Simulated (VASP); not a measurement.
Set up this calculation in VASP 6.6.1, as the native input.

- Task: single point
- Functional: PBE
- Potentials or basis: VASP PAW PBE potentials, release 64 (Mn_pv, Hg)
- Cutoff: 520 eV
- k mesh: 9 × 9 × 9
- Occupations: fermi-dirac, width 0.1 eV
- Spin: collinear spin, ferromagnetic start
- Starting moments: [2.8, 0.0] μB
- Dipole correction: no
- Further INCAR settings: ALGO = Normal; EDIFF = 1e-06; NBANDS = 24

The structure of MnHg lies in POSCAR:

```
MnHg
1.0
    3.3312681198      0.0000000000      0.0000000000
    0.0000000000      3.3312681198      0.0000000000
    0.0000000000      0.0000000000      3.3565971049
Mn Hg
1 1
Direct
    0.5000000000      0.5000000000      0.5000000000
    0.0000000000      0.0000000000      0.0000000000
```

One way to write it, as run:

INCAR

```
SYSTEM = MnHg
PREC     = Accurate       ! precision mode
ENCUT    = 520            ! plane-wave cutoff, eV
EDIFF    = 1E-6           ! SCF threshold, eV
ISMEAR   = -1             ! smearing method
SIGMA    = 0.1            ! smearing width, eV
LREAL    = .False.        ! projectors in reciprocal space
LASPH    = .True.         ! aspherical terms in the spheres
NELM     = 150            ! most SCF steps
ALGO     = Normal         ! electronic algorithm
ISIF     = 2              ! what is computed and relaxed
LWAVE    = .False.        ! write WAVECAR
LCHARG   = .True.         ! write CHGCAR
ISPIN    = 2              ! spin polarisation
MAGMOM   = 2.8 0          ! initial moments
LORBIT   = 11             ! projections on sites
LMAXMIX  = 4              ! l up to which the mixer works
GGA      = PE             ! functional
LELF     = .True.         ! ELF
LVHAR    = .True.       
NBANDS   = 24             ! bands
```

KPOINTS

```
regular mesh
0
Gamma
  9 9 9
  0 0 0
```

Potentials or basis: VASP PAW PBE potentials, release 64 (Mn_pv, Hg).

Command:

```bash
$ cat potpaw_PBE.64/Mn_pv/POTCAR potpaw_PBE.64/Hg/POTCAR > POTCAR
$ mpirun -np 1 vasp_std > vasp.out
```

It gave:

The pressure is -0.9 GPa, the net moment is 3.92 μB per cell and the site moments are Mn +3.83; Hg -0.06 μB. The valence electrons inside the program's atomic spheres are Mn 11.39; Hg 10.57.

It took 100 s on 1 thread of Oxide Virtual Turin-like Processor, on a shared host, peak memory 0.21 GiB.
